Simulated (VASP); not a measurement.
Input of a VASP 6.6.1 run:

File INCAR:

```
PREC = Accurate ; ENCUT = 520
EDIFF = 1E-7 ; ISMEAR = -1
SIGMA = 0.05 ; LREAL = False
LASPH = True ; NELM = 60
ALGO = Normal ; ISIF = 2
LWAVE = False ; LCHARG = False
GGA = RP ; IVDW = 13
NBANDS = 17
```

Contents of KPOINTS:

```
regular mesh
0
Gamma
  7 7 7
```

File POSCAR:

```
SnTe
1.0
    3.7779871378      0.0000000000      0.0000000000
    0.0000000000      3.7779871378      0.0000000000
    0.0000000000      0.0000000000      3.7779871378
Te Sn
1 1
Direct
    0.5000000000      0.5000000000      0.5000000000
    0.0000000000      0.0000000000      0.0000000000
```

Potentials or basis: VASP PAW PBE potentials, release 64 (Te, Sn_d).

Run with:

```console
$ cat potpaw_PBE.64/Te/POTCAR potpaw_PBE.64/Sn_d/POTCAR > POTCAR
$ mpirun -np 1 vasp_std > vasp.out
```

**Question.** Estimate the dispersion energy per atom.

**Answer.** -0.941 eV.

**Question.** Predict the band gap on the k mesh.

**Answer.** Zero (band 10 reaches 8.77 eV, above the bottom of band 11 at 7.26 eV).

**Question.** What does it give for the pressure?

**Answer.** -0.1 GPa.

Caveat: the PAW data sets were made with another functional, which shifts forces and pressure a little; spin-orbit coupling is left out, which moves the levels of the heavy elements; pairwise dispersion overbinds metals, which lowers pressure and volume.
